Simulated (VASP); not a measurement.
Input of a VASP 6.6.1 run:

INCAR

```
ALGO = Normal
EDIFF = 1E-6
ENCUT = 520
GGA = PS
ISIF = 2
ISMEAR = -1
LASPH = True
LCHARG = True
LELF = True
LREAL = False
LVHAR = True
LWAVE = False
NBANDS = 17
NELM = 80
PREC = Accurate
SIGMA = 0.08
```

File KPOINTS:

```
k-points
0
Gamma
  14 14 8
```

The input POSCAR:

```
Hf
1.0
    2.9131026754      0.0000000000      0.0000000000
   -1.4565513377      2.5228209207      0.0000000000
    0.0000000000      0.0000000000      4.7044968894
Hf
2
Direct
    0.3333333333      0.6666666667      0.2500000000
    0.6666666667      0.3333333333      0.7500000000
```

Potentials or basis: VASP PAW PBE potentials, release 64 (Hf_pv).

Command:

```console
$ cat potpaw_PBE.64/Hf_pv/POTCAR > POTCAR
$ mpirun -np 1 vasp_std > vasp.out
```

Question: What does it give for the pressure?

Answer: 36.1 GPa.

Question: What does it give for the band gap on the k mesh?

Answer: Zero (band 10 reaches 8.05 eV, above the bottom of band 11 at 6.33 eV).

Stress tensor (GPa, compression positive):
```
36.23  0.00  0.00
 0.00 36.23  0.00
 0.00  0.00 35.93
```

Caveat: the PAW data sets were made with another functional, which shifts forces and pressure a little; spin-orbit coupling is left out, which moves the levels of the heavy elements.
